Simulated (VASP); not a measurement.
# Pt (P6/mmm) in VASP: a series of runs

Pt is run at these levels: PBE; tasks: single point.

Everything below comes from runs of VASP 6.6.1. Logs are shortened: lines on timing, memory, paths and dates and some standing lists are left out, and cuts for length are marked.

### 1 The cell of the first run

It takes space group P6/mmm (No. 191, hexagonal). The conventional cell has a = 2.623 Å, b = 2.623 Å, c = 2.600 Å, α = 90.00°, β = 90.00°, γ = 120.00°. Pt (site symmetry 6/mmm) has 8 Pt at 2.60 to 2.62 Å within 3.4 Å.

### 2 Single point, PBE

The input, INCAR:

```
SYSTEM = Pt
PREC = Accurate
ENCUT = 520
EDIFF = 1E-6
ISMEAR = -1
SIGMA = 0.08
LREAL = .FALSE.
LASPH = .TRUE.
NELM = 100
ALGO = Normal
ISIF = 2
LWAVE = .FALSE.
LCHARG = .TRUE.
GGA = PE
LELF = .TRUE.
LVHAR = .TRUE.
NBANDS = 11
```

The input, KPOINTS:

```
regular mesh
0
G
  16 16 15
  0 0 0
```

The input, POSCAR:

```
Pt
1.0
    2.6230787121      0.0000000000      0.0000000000
   -1.3115393560      2.2716528008      0.0000000000
    0.0000000000      0.0000000000      2.5995363311
Pt
1
Direct
    0.0000000000      0.0000000000      0.0000000000
```

Potentials or basis: VASP PAW PBE potentials, release 64 (Pt).

Launch:

```
$ cat potpaw_PBE.64/Pt/POTCAR > POTCAR
$ mpirun -np 1 vasp_std > vasp.out
```

OUTCAR:

```text
SYSTEM = Pt
   PREC = Accurate
   ENCUT = 520
   EDIFF = 1E-6
   ISMEAR = -1
   LREAL = .FALSE.
   LASPH = .TRUE.
   NELM = 100
   ISIF = 2
   GGA = PE

 ion  position               nearest neighbor table
   1  0.000  0.000  0.000-

  LATTYP: Found a hexagonal cell.
 ALAT       =     2.6230787121
 C/A-ratio  =     0.9910249049

  Lattice vectors:

 A1 = (   2.6230787121,   0.0000000000,   0.0000000000)
 A2 = (  -1.3115393560,   2.2716528008,   0.0000000000)
 A3 = (   0.0000000000,   0.0000000000,   2.5995363311)

Analysis of symmetry for initial positions (statically):
=====================================================================
 Subroutine PRICEL returns:
 Original cell was already a primitive cell.

 Routine SETGRP: Setting up the symmetry group for a
 hexagonal supercell.

 Subroutine GETGRP returns: Found 24 space group operations
 (whereof 24 operations were pure point group operations)
 out of a pool of 24 trial point group operations.

The static configuration has the point symmetry D_6h.

Analysis of symmetry for dynamics (positions and initial velocities):
=====================================================================
 Subroutine PRICEL returns:
 Original cell was already a primitive cell.

 Routine SETGRP: Setting up the symmetry group for a
 hexagonal supercell.

 Subroutine GETGRP returns: Found 24 space group operations
 (whereof 24 operations were pure point group operations)
 out of a pool of 24 trial point group operations.

The dynamic configuration has the point symmetry D_6h.

 Subroutine INISYM returns: Found 24 space group operations
 (whereof 24 operations are pure point group operations),
 and found     1 'primitive' translations

----------------------------------------------------------------------------------------

                                     Primitive cell

  volume of cell :      15.4899

  direct lattice vectors                    reciprocal lattice vectors
     2.623078712  0.000000000  0.000000000     0.381231412  0.220104058  0.000000000
    -1.311539356  2.271652801  0.000000000     0.000000000  0.440208116  0.000000000
     0.000000000  0.000000000  2.599536331     0.000000000  0.000000000  0.384683987

  length of vectors
     2.623078712  2.623078712  2.599536331     0.440208116  0.440208116  0.384683987

  position of ions in fractional coordinates (direct lattice)
[... 80 lines left out ...]
   NSW    =      0    number of steps for IOM
   IBRION =     -1    ionic relax: 0-MD 1-quasi-New 2-CG
   NFREE  =      0    steps in history (QN), initial steepest desc. (CG)
   ISIF   =      2    stress and relaxation
   ISYM   =      2    0-nonsym 1-usesym 2-fastsym
   POTIM  = 0.5000    time-step for ionic-motion
   TEBEG  =    0.0;   TEEND  =   0.0 temperature during run
   PSTRESS=    0.0 pullay stress
   NELECT =      10.0000    total number of electrons
   NUPDOWN=      -1.0000    fix difference up-down
   EMIN   =  10.00;   EMAX   =-10.00  energy-range for DOS
   EFERMI =   0.00;   METHOD = LEGACY
   ISMEAR =    -1;   SIGMA  =   0.08  broadening in eV -4-tet -1-fermi 0-gaus
   EFERMI_NEDOS =   21; number of points for ismear=-14 and -15
   IALGO  =     38    algorithm
   IMIX   =      4    mixing-type and parameters
     AMIX     =   0.40;   BMIX     =  1.00
     AMIX_MAG =   1.60;   BMIX_MAG =  1.00
  volume/ion in A,a.u.               =      15.49       104.53
  Fermi-wavevector in a.u.,A,eV,Ry     =   1.414898  2.673769 27.237995  2.001936
  Thomas-Fermi vector in A             =   2.536392
   LORBIT       =      0    0 simple, 1 ext, 2 COOP (PROOUT), +10 PAW based schemes
   GGA     = PE    functional components
   LHFCALC =     F    Hartree Fock is set to
   AEXX    =    0.0000 exact exchange contribution
   IVDW    =     0    specifies the selected vdW correction
   LEPSILON=     F    determine dielectric tensor
   LRPA    =     F    only Hartree local field effects (RPA)
 non-spin polarized calculation
  energy-cutoff  :      520.00
  volume of cell :       15.49
 maximum number of plane-waves:       433
 NGX is ok and might be reduce to    20
   NGX =  9   NGY =  9   NGZ =  9

 number of electron      10.0000002 magnetization

 Free energy of the ion-electron system (eV)
  ---------------------------------------------------
  ext. energy  EPLUGINS =         0.00000000
  ---------------------------------------------------
  free energy    TOTEN  =        -5.90669001 eV

  energy without entropy =       -5.88852318  energy(sigma->0) =       -5.89760660

 E-fermi :  10.6936     XC(G=0): -13.2404

 val. band max:       10.6828302996   @ k =   0.3750  -0.0000   0.0000
 cond. band min:      10.7002507998   @ k =   0.2500   0.1250   0.0000
 fundamental gap:      0.0174205002
 Fermi energy:        10.6936431179

 k-point     1 :       0.0000    0.0000    0.0000
  band No.  band energies     occupation
      1       0.8452      2.00000
      2       4.2273      2.00000
      3       6.9253      2.00000
      4       6.9253      2.00000
      5      11.0815      0.01557
      6      11.0815      0.01557
      7      24.9097      0.00000
      8      26.1059      0.00000
      9      32.7859      0.00000
     10      32.7859      0.00000
     11      33.6033      0.00000
[... 309 lines left out ...]
 k-point    24 :       0.2500    0.1875    0.0000
  band No.  band energies     occupation
      1       4.6667      2.00000
      2       5.2280      2.00000
      3       6.2734      2.00000
      4       8.7343      2.00000
      5      10.1134      1.99859
      6      12.0674      0.00000
      7      20.1963      0.00000
      8      22.9763      0.00000
      9      30.0365      0.00000
     10      32.7956      0.00000
     11      36.0620      0.00000

 [... further k-points ...]

------------------------ aborting loop because EDIFF is reached ----------------------------------------

  FORCE on cell =-STRESS in cart. coord.  units (eV):
  Direction    XX          YY          ZZ          XY          YZ          ZX
  --------------------------------------------------------------------------------------
  -------------------------------------------------------------------------------------
  Total        2.1054727      2.1054727      2.0902662      0.0000000      0.0000000      0.0000000
  in kB      217.7765118    217.7765118    216.2036448      0.0000000      0.0000000      0.0000000
  external PRESSURE =     217.2522228 kB  Pullay stress =       0.0000000 kB

 VOLUME and BASIS-vectors are now :
 -----------------------------------------------------------------------------
  energy-cutoff  :      520.00
  volume of cell :       15.49
      direct lattice vectors                 reciprocal lattice vectors
     2.623078712  0.000000000  0.000000000     0.381231412  0.220104058  0.000000000
    -1.311539356  2.271652801  0.000000000     0.000000000  0.440208116  0.000000000
     0.000000000  0.000000000  2.599536331     0.000000000  0.000000000  0.384683987

 POSITION                                       TOTAL-FORCE (eV/Angst)
 -----------------------------------------------------------------------------------
      0.00000      0.00000      0.00000        -0.000000      0.000000      0.000000
 -----------------------------------------------------------------------------------
    total drift:                               -0.000000      0.000000     -0.000000

  FREE ENERGIE OF THE ION-ELECTRON SYSTEM (eV)
  ---------------------------------------------------
  free  energy   TOTEN  =        -5.9066900136 eV

  energy  without entropy=       -5.8885231833  energy(sigma->0) =       -5.89760660
```

OSZICAR:

```text
N       E                     dE             d eps       ncg     rms          rms(c)
DAV:   1     0.412105684051E+02    0.41211E+02   -0.53994E+03  5368   0.845E+02
DAV:   2    -0.568267996103E+01   -0.46893E+02   -0.44982E+02  6038   0.178E+02
DAV:   3    -0.630823571457E+01   -0.62556E+00   -0.62289E+00  6072   0.199E+01
DAV:   4    -0.631103959470E+01   -0.28039E-02   -0.28037E-02  5888   0.154E+00
DAV:   5    -0.631106470803E+01   -0.25113E-04   -0.25113E-04  6027   0.137E-01    0.123E+01
DAV:   6    -0.595008214964E+01    0.36098E+00   -0.81227E-01  5607   0.706E+00    0.644E+00
DAV:   7    -0.591066927876E+01    0.39413E-01   -0.13296E-01  5980   0.279E+00    0.245E+00
DAV:   8    -0.590690526856E+01    0.37640E-02   -0.65327E-03  5724   0.720E-01    0.517E-01
DAV:   9    -0.590668471581E+01    0.22055E-03   -0.11898E-04  5763   0.100E-01    0.169E-02
DAV:  10    -0.590668988883E+01   -0.51730E-05   -0.52428E-06  6088   0.174E-02    0.727E-03
DAV:  11    -0.590669001357E+01   -0.12474E-06   -0.17256E-07  3006   0.365E-03
   1 F= -.59066900E+01 E0= -.58976066E+01  d E =-.181668E-01
```

Wall time 19 s (1 thread of AMD EPYC 9R45 (Zen 5), shared host); peak memory 0.13 GiB.

What came out:

| Quantity | Value |
| --- | --- |
| Free energy | -5.9067 eV |
| Pressure | 21.7 GPa |
| Band gap on the k mesh | zero (band 5 reaches 12.34 eV, above the bottom of band 6 at 9.16 eV) |

Caveat: spin-orbit coupling is left out, which moves the levels of the heavy elements.

(Part 1 of 2 ends here.)
